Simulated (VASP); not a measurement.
# W (Im-3m) in VASP: further runs

The runs below take W through single point, relaxation of cell and atoms, with r2SCAN.

Program: VASP 6.6.1. These are calculated values, not measurements. Logs are shortened: lines on timing, memory, paths and dates and some standing lists are left out, and cuts for length are marked.

### Step 1. The cell of the first run

The structure is cubic, space group Im-3m (No. 229). Conventional cell: a = 3.168 Å, b = 3.168 Å, c = 3.168 Å, α = 90.00°, β = 90.00°, γ = 90.00°. Within 3.6 Å of W (site symmetry m-3m) lie 14 W at 2.74 to 3.17 Å.

### Step 2. Single point, r2SCAN

The input, POSCAR:

```
W
1.0
   -1.5842100604      1.5842100604      1.5842100604
    1.5842100604     -1.5842100604      1.5842100604
    1.5842100604      1.5842100604     -1.5842100604
W
1
Direct
    0.0000000000      0.0000000000      0.0000000000
```

The input, INCAR.step1:

```
PREC = Accurate
ENCUT = 520
ISMEAR = -1
SIGMA = 0.1
LREAL = F
LASPH = T
NELM = 100
NBANDS = 13
GGA = PE
ALGO = Normal
EDIFF = 1E-4
LWAVE = T
LCHARG = F
```

The input, INCAR.step2:

```
PREC = Accurate
ENCUT = 520
EDIFF = 1E-6
ISMEAR = -1
SIGMA = 0.1
LREAL = F
LASPH = T
NELM = 100
ALGO = Normal
ISIF = 2
LWAVE = F
LCHARG = T
METAGGA = R2SCAN
LMIXTAU = T
LELF = T
LVHAR = T
NBANDS = 13
ISTART = 1
```

The input, KPOINTS:

```
Automatic mesh
0
Gamma
  16 16 16
```

Potentials or basis: VASP PAW PBE potentials, release 64 (W_sv).

Command:

```sh
$ cat potpaw_PBE.64/W_sv/POTCAR > POTCAR
$ cp INCAR.step1 INCAR
$ mpirun -np 1 vasp_std > vasp.out
$ cp INCAR.step2 INCAR
$ mpirun -np 1 vasp_std > vasp.out
```

OUTCAR:

```text
PREC = Accurate
   ENCUT = 520
   EDIFF = 1E-6
   ISMEAR = -1
   LREAL = F
   LASPH = T
   NELM = 100
   ISIF = 2
   METAGGA = R2SCAN
   ISTART = 1

 ion  position               nearest neighbor table
   1  0.000  0.000  0.000-

  LATTYP: Found a body centered cubic cell.
 ALAT       =     3.1684201208

  Lattice vectors:

 A1 = (  -1.5842100604,   1.5842100604,   1.5842100604)
 A2 = (   1.5842100604,  -1.5842100604,   1.5842100604)
 A3 = (   1.5842100604,   1.5842100604,  -1.5842100604)

Analysis of symmetry for initial positions (statically):
=====================================================================
 Subroutine PRICEL returns:
 Original cell was already a primitive cell.

 Routine SETGRP: Setting up the symmetry group for a
 body centered cubic supercell.

 Subroutine GETGRP returns: Found 48 space group operations
 (whereof 48 operations were pure point group operations)
 out of a pool of 48 trial point group operations.

The static configuration has the point symmetry O_h .

Analysis of symmetry for dynamics (positions and initial velocities):
=====================================================================
 Subroutine PRICEL returns:
 Original cell was already a primitive cell.

 Routine SETGRP: Setting up the symmetry group for a
 body centered cubic supercell.

 Subroutine GETGRP returns: Found 48 space group operations
 (whereof 48 operations were pure point group operations)
 out of a pool of 48 trial point group operations.

The dynamic configuration has the point symmetry O_h .

 Subroutine INISYM returns: Found 48 space group operations
 (whereof 48 operations are pure point group operations),
 and found     1 'primitive' translations

----------------------------------------------------------------------------------------

                                     Primitive cell

  volume of cell :      15.9037

  direct lattice vectors                    reciprocal lattice vectors
    -1.584210060  1.584210060  1.584210060     0.000000000  0.315614711  0.315614711
     1.584210060 -1.584210060  1.584210060     0.315614711  0.000000000  0.315614711
     1.584210060  1.584210060 -1.584210060     0.315614711  0.315614711  0.000000000

  length of vectors
     2.743932314  2.743932314  2.743932314     0.446346604  0.446346604  0.446346604

  position of ions in fractional coordinates (direct lattice)
     0.000000000  0.000000000  0.000000000

  ion indices of the primitive-cell ions
   primitive index   ion index
                 1           1

----------------------------------------------------------------------------------------

 KPOINTS: Automatic mesh

Automatic generation of k-mesh.
 Grid dimensions read from file:
 generate k-points for:   16   16   16

 Generating k-lattice:

  Cartesian coordinates                     Fractional coordinates (reciprocal lattice)
     0.000000000  0.019725919  0.019725919     0.062500000  0.000000000  0.000000000
     0.019725919  0.000000000  0.019725919     0.000000000  0.062500000  0.000000000
     0.019725919  0.019725919  0.000000000     0.000000000  0.000000000  0.062500000

  Length of vectors
     0.027896663  0.027896663  0.027896663

  Shift w.r.t. Gamma in fractional coordinates (k-lattice)
     0.000000000  0.000000000  0.000000000

 Subroutine IBZKPT returns following result:
 ===========================================

 Found    145 irreducible k-points:

 Following reciprocal coordinates:
            Coordinates               Weight
  0.000000  0.000000  0.000000      1.000000
  0.062500  0.000000  0.000000     12.000000
  0.125000  0.000000  0.000000     12.000000
  0.187500  0.000000  0.000000     12.000000
  0.250000  0.000000  0.000000     12.000000
  0.312500  0.000000  0.000000     12.000000
[... 16 lines left out ...]
  0.187500  0.187500  0.000000     24.000000
  0.250000  0.187500  0.000000     48.000000
 [... further k-points ...]
   k-points           NKPTS =    145   k-points in BZ     NKDIM =    145   number of bands    NBANDS=     13
   number of dos      NEDOS =    301   number of ions     NIONS =      1
   total plane-waves  NPLWV =   8000
   dimension x,y,z NGX =    20 NGY =   20 NGZ =   20
   dimension x,y,z NGXF=    40 NGYF=   40 NGZF=   40
   ions per type =               1
   NGX,Y,Z   is equivalent  to a cutoff of  12.12, 12.12, 12.12 a.u.
   NGXF,Y,Z  is equivalent  to a cutoff of  24.23, 24.23, 24.23 a.u.
 SYSTEM =  unknown system
   PREC   = accura    normal or accurate (medium, high low for compatibility)
   ISTART =      1    job   : 0-new  1-cont  2-samecut
   ICHARG =      0    charge: 1-file 2-atom 10-const
   ISPIN  =      1    spin polarized calculation?
   LNONCOLLINEAR =      F non collinear calculations
   LSORBIT =      F    spin-orbit coupling
   LASPH  =      T    aspherical Exc in radial PAW
   ENCUT  =  520.0 eV  38.22 Ry    6.18 a.u.   5.10  5.10  5.10*2*pi/ulx,y,z
   NELM   =    100;   NELMIN=  2; NELMDL=  0     # of ELM steps
   EDIFF  = 0.1E-05   stopping-criterion for ELM
   LREAL  =      F    real-space projection
   EDIFFG = 0.1E-04   stopping-criterion for IOM
   NSW    =      0    number of steps for IOM
   IBRION =     -1    ionic relax: 0-MD 1-quasi-New 2-CG
   NFREE  =      0    steps in history (QN), initial steepest desc. (CG)
   ISIF   =      2    stress and relaxation
   ISYM   =      2    0-nonsym 1-usesym 2-fastsym
   POTIM  = 0.5000    time-step for ionic-motion
   TEBEG  =    0.0;   TEEND  =   0.0 temperature during run
   PSTRESS=    0.0 pullay stress
   NELECT =      14.0000    total number of electrons
   NUPDOWN=      -1.0000    fix difference up-down
   EMIN   =  10.00;   EMAX   =-10.00  energy-range for DOS
   EFERMI =   0.00;   METHOD = LEGACY
   ISMEAR =    -1;   SIGMA  =   0.10  broadening in eV -4-tet -1-fermi 0-gaus
   EFERMI_NEDOS =   21; number of points for ismear=-14 and -15
   IALGO  =     38    algorithm
   IMIX   =      4    mixing-type and parameters
     AMIX     =   0.40;   BMIX     =  1.00
     AMIX_MAG =   1.60;   BMIX_MAG =  1.00
  volume/ion in A,a.u.               =      15.90       107.32
  Fermi-wavevector in a.u.,A,eV,Ry     =   1.568982  2.964947 33.493541  2.461706
  Thomas-Fermi vector in A             =   2.670933
   LORBIT       =      0    0 simple, 1 ext, 2 COOP (PROOUT), +10 PAW based schemes
   METAGGA = R2SCAN    functional components
   LHFCALC =     F    Hartree Fock is set to
   AEXX    =    0.0000 exact exchange contribution
   IVDW    =     0    specifies the selected vdW correction
   LEPSILON=     F    determine dielectric tensor
   LRPA    =     F    only Hartree local field effects (RPA)
 non-spin polarized calculation
  energy-cutoff  :      520.00
  volume of cell :       15.90
 maximum number of plane-waves:       448
   NGX = 11   NGY = 11   NGZ = 11

 number of electron      14.0000003 magnetization

 Free energy of the ion-electron system (eV)
  ---------------------------------------------------
  ext. energy  EPLUGINS =         0.00000000
  ---------------------------------------------------
  free energy    TOTEN  =       -51.36175029 eV

  energy without entropy =      -51.34788117  energy(sigma->0) =      -51.35481573

 E-fermi :  11.2466     XC(G=0): -14.9385

 val. band max:       11.2259561891   @ k =   0.4375   0.0000   0.0000
 cond. band min:      11.2468433576   @ k =  -0.1250   0.1875   0.0625
 fundamental gap:      0.0208871685
 Fermi energy:        11.2466411655

 k-point     1 :       0.0000    0.0000    0.0000
  band No.  band energies     occupation
      1     -64.8769      2.00000
      2     -27.7416      2.00000
      3     -27.7416      2.00000
      4     -27.7416      2.00000
      5       1.1319      2.00000
      6       9.9655      1.99999
      7       9.9655      1.99999
      8       9.9655      1.99999
      9      13.7969      0.00000
     10      13.7970      0.00000
     11      26.4942      0.00000
     12      26.4942      0.00000
     13      26.4942      0.00000

 k-point     2 :       0.0625    0.0000    0.0000
  band No.  band energies     occupation
      1     -64.8713      2.00000
      2     -27.7977      2.00000
      3     -27.7590      2.00000
      4     -27.7419      2.00000
      5       1.3287      2.00000
      6       9.8443      2.00000
      7       9.9364      2.00000
      8      10.1548      1.99996
      9      13.6018      0.00000
     10      13.7963      0.00000
     11      26.6609      0.00000
     12      26.8298      0.00000
     13      26.9679      0.00000

 k-point     3 :       0.1250    0.0000    0.0000
  band No.  band energies     occupation
      1     -64.8552      2.00000
      2     -27.9551      2.00000
      3     -27.8080      2.00000
      4     -27.7427      2.00000
      5       1.8915      2.00000
      6       9.5165      2.00000
      7       9.8084      2.00000
      8      10.7143      1.99030
      9      13.2174      0.00000
     10      13.8071      0.00000
     11      27.0495      0.00000
     12      27.7978      0.00000
     13      28.1065      0.00000
[... 305 lines left out ...]
 k-point    23 :       0.1875    0.1875    0.0000
  band No.  band energies     occupation
      1     -64.7674      2.00000
      2     -28.6751      2.00000
      3     -28.0708      2.00000
      4     -27.8405      2.00000
      5       5.0039      2.00000
      6       8.2609      2.00000
      7       8.6054      2.00000
      8      12.7259      0.00000
      9      14.5405      0.00000
     10      15.0980      0.00000
     11      25.8577      0.00000
     12      28.1557      0.00000
     13      30.6617      0.00000

 k-point    24 :       0.2500    0.1875    0.0000
  band No.  band energies     occupation
      1     -64.7449      2.00000
      2     -28.8101      2.00000
      3     -28.1847      2.00000
      4     -27.8584      2.00000
      5       5.6294      2.00000
      6       7.9719      2.00000
      7       8.7722      2.00000
      8      12.9886      0.00000
      9      14.6456      0.00000
     10      16.7107      0.00000
     11      24.3379      0.00000
     12      27.1160      0.00000
     13      29.1924      0.00000

 [... further k-points ...]

------------------------ aborting loop because EDIFF is reached ----------------------------------------

  FORCE on cell =-STRESS in cart. coord.  units (eV):
  Direction    XX          YY          ZZ          XY          YZ          ZX
  --------------------------------------------------------------------------------------
  -------------------------------------------------------------------------------------
  Total        0.1223805      0.1223805      0.1223805     -0.0000000      0.0000000      0.0000000
  in kB       12.3289012     12.3289012     12.3289012     -0.0000000      0.0000000      0.0000000
  external PRESSURE =      12.3289012 kB  Pullay stress =       0.0000000 kB

 VOLUME and BASIS-vectors are now :
 -----------------------------------------------------------------------------
  energy-cutoff  :      520.00
  volume of cell :       15.90
      direct lattice vectors                 reciprocal lattice vectors
    -1.584210060  1.584210060  1.584210060     0.000000000  0.315614711  0.315614711
     1.584210060 -1.584210060  1.584210060     0.315614711  0.000000000  0.315614711
     1.584210060  1.584210060 -1.584210060     0.315614711  0.315614711  0.000000000

 POSITION                                       TOTAL-FORCE (eV/Angst)
 -----------------------------------------------------------------------------------
      0.00000      0.00000      0.00000         0.000000     -0.000000      0.000000
 -----------------------------------------------------------------------------------
    total drift:                                0.000000     -0.000000      0.000000

  FREE ENERGIE OF THE ION-ELECTRON SYSTEM (eV)
  ---------------------------------------------------
  free  energy   TOTEN  =       -51.3617502859 eV

  energy  without entropy=      -51.3478811676  energy(sigma->0) =      -51.35481573
```

It took 2.4 min on 1 thread of Intel Xeon 8259CL, shared host; peak memory 0.15 GiB.

Results:

```yaml
Free_energy: -51.3618 eV
Pressure: 1.2 GPa
Band_gap_on_the_k_mesh: zero (bands 7 and 8 overlap by 6.59 eV)
```

Caveat: the PAW data sets were made with another functional, which shifts forces and pressure a little; spin-orbit coupling is left out, which moves the levels of the heavy elements.

### Step 3. Relaxation of cell and atoms, r2SCAN

This run uses another cell than the first one, of 15.85 Å³/atom.

The input, POSCAR:

```
W
1.0
   -1.5823450000      1.5823450000      1.5823450000
    1.5823450000     -1.5823450000      1.5823450000
    1.5823450000      1.5823450000     -1.5823450000
W
1
Direct
    0.0000000000      0.0000000000      0.0000000000
```

The input, INCAR.step1:

```
PREC = Accurate
ENCUT = 600
ISMEAR = -1
SIGMA = 0.1
LREAL = F
LASPH = T
NELM = 60
GGA = PE
ALGO = Normal
EDIFF = 1E-4
LWAVE = T
LCHARG = F
```

The input, INCAR.step2:

```
PREC = Accurate
ENCUT = 600
EDIFF = 1E-6
ISMEAR = -1
SIGMA = 0.1
LREAL = F
LASPH = T
NELM = 60
ALGO = Normal
ISIF = 3
LWAVE = F
LCHARG = F
METAGGA = R2SCAN
LMIXTAU = T
IBRION = 2
NSW = 100
EDIFFG = -0.002
ISTART = 1
```

The input, KPOINTS:

```
regular mesh
0
Gamma
  16 16 16
```

Potentials or basis: VASP PAW PBE potentials, release 64 (W_sv).

Command:

```sh
$ cat potpaw_PBE.64/W_sv/POTCAR > POTCAR
$ cp INCAR.step1 INCAR
$ mpirun -np 1 vasp_std > vasp.out
$ cp INCAR.step2 INCAR
$ mpirun -np 1 vasp_std > vasp.out
```

OUTCAR:

```text
PREC = Accurate
   ENCUT = 600
   EDIFF = 1E-6
   ISMEAR = -1
   LREAL = F
   LASPH = T
   NELM = 60
   ISIF = 3
   METAGGA = R2SCAN
   IBRION = 2
   NSW = 100
   EDIFFG = -0.002
   ISTART = 1

 ion  position               nearest neighbor table
   1  0.000  0.000  0.000-

  LATTYP: Found a body centered cubic cell.
 ALAT       =     3.1646900000

  Lattice vectors:

 A1 = (  -1.5823450000,   1.5823450000,   1.5823450000)
 A2 = (   1.5823450000,  -1.5823450000,   1.5823450000)
 A3 = (   1.5823450000,   1.5823450000,  -1.5823450000)

Analysis of symmetry for initial positions (statically):
=====================================================================
 Subroutine PRICEL returns:
 Original cell was already a primitive cell.
[... 364 lines left out ...]
  band No.  band energies     occupation
      1     -64.9394      2.00000
      2     -27.8102      2.00000
      3     -27.8102      2.00000
      4     -27.8102      2.00000
      5       1.0974      2.00000
      6       9.9155      1.99999
      7       9.9155      1.99999
      8       9.9155      1.99999
      9      13.7314      0.00000
     10      13.7314      0.00000
     11      26.4287      0.00000
[... 309 lines left out ...]
 k-point    24 :       0.2500    0.1875   -0.0000
  band No.  band energies     occupation
      1     -64.8096      2.00000
      2     -28.8649      2.00000
      3     -28.2476      2.00000
      4     -27.9254      2.00000
      5       5.5874      2.00000
      6       7.9312      2.00000
      7       8.7227      2.00000
      8      12.9262      0.00000
      9      14.5723      0.00000
     10      16.6246      0.00000
     11      24.2341      0.00000

 [... further k-points ...]

------------------------ aborting loop because EDIFF is reached ----------------------------------------

  FORCE on cell =-STRESS in cart. coord.  units (eV):
  Direction    XX          YY          ZZ          XY          YZ          ZX
  --------------------------------------------------------------------------------------
  -------------------------------------------------------------------------------------
  Total        0.0019319      0.0019319      0.0019319      0.0000000      0.0000000     -0.0000000
  in kB        0.1938663      0.1938663      0.1938663      0.0000000      0.0000000     -0.0000000
  external PRESSURE =       0.1938663 kB  Pullay stress =       0.0000000 kB
[... 16 lines left out ...]
  FREE ENERGIE OF THE ION-ELECTRON SYSTEM (eV)
  ---------------------------------------------------
  free  energy   TOTEN  =       -51.3624830714 eV

  energy  without entropy=      -51.3486290042  energy(sigma->0) =      -51.35555604

 reached required accuracy - stopping structural energy minimisation
```

OSZICAR.step1:

```text
N       E                     dE             d eps       ncg     rms          rms(c)
DAV:   1     0.834435278766E+02    0.83444E+02   -0.85961E+03  3198   0.159E+03
DAV:   2    -0.118225447983E+02   -0.95266E+02   -0.91892E+02  3415   0.355E+02
DAV:   3    -0.135683269959E+02   -0.17458E+01   -0.17308E+01  3654   0.464E+01
DAV:   4    -0.135777608470E+02   -0.94339E-02   -0.94315E-02  3438   0.374E+00
DAV:   5    -0.135778350353E+02   -0.74188E-04   -0.74187E-04  3601   0.340E-01    0.209E+01
DAV:   6    -0.130908292096E+02    0.48701E+00   -0.56835E-01  3382   0.101E+01    0.840E+00
DAV:   7    -0.129636759342E+02    0.12715E+00   -0.30643E-01  3526   0.696E+00    0.630E-01
DAV:   8    -0.129597389432E+02    0.39370E-02   -0.39059E-03  3286   0.965E-01    0.846E-02
DAV:   9    -0.129597051990E+02    0.33744E-04   -0.12608E-04  2367   0.156E-01
   1 F= -.12959705E+02 E0= -.12952373E+02  d E =-.146644E-01
```

Wall time 11 min (1 thread of Intel Xeon 8259CL, shared host); peak memory 0.18 GiB.

What came out:

| Quantity | Value |
| --- | --- |
| Free energy | -51.3625 eV |
| Relaxed volume | 15.97 Å³/atom |
| Relaxed cell | a = 2.748 Å, b = 2.748 Å, c = 2.748 Å, α = 109.47°, β = 109.47°, γ = 109.47° |
| Space group after relaxing (to 0.1 Å) | Im-3m (No. 229) |
| Energy gained by relaxing | 0.9 meV/atom |
| Ionic steps | 12 |
| Pressure after relaxing | 0.0 GPa |
| Band gap on the k mesh | zero (bands 7 and 8 overlap by 6.55 eV) |

Step by step:
```tsv
step	energy change (eV)	largest force (eV/Å)	pressure (GPa)	volume (Å³)
1	0.0000	0.0000	2.41	15.85
2	0.0104	0.0000	-8.08	16.40
3	-0.0009	0.0000	0.03	15.97
4	-0.0009	0.0000	-0.04	15.97
5	-0.0009	0.0000	0.08	15.96
6	-0.0009	0.0000	-0.02	15.97
7	-0.0009	0.0000	-0.08	15.97
8	-0.0009	0.0000	0.03	15.96
9	-0.0009	0.0000	0.07	15.96
10	-0.0009	0.0000	0.07	15.97
11	-0.0009	0.0000	0.04	15.97
12	-0.0009	0.0000	0.02	15.97
```

Final structure:
```
CELL_PARAMETERS angstrom
-1.58628 1.58628 1.58628
1.58628 -1.58628 1.58628
1.58628 1.58628 -1.58628
ATOMIC_POSITIONS crystal
W 0.00000 0.00000 0.00000
```

Caveat: the PAW data sets were made with another functional, which shifts forces and pressure a little; spin-orbit coupling is left out, which moves the levels of the heavy elements.
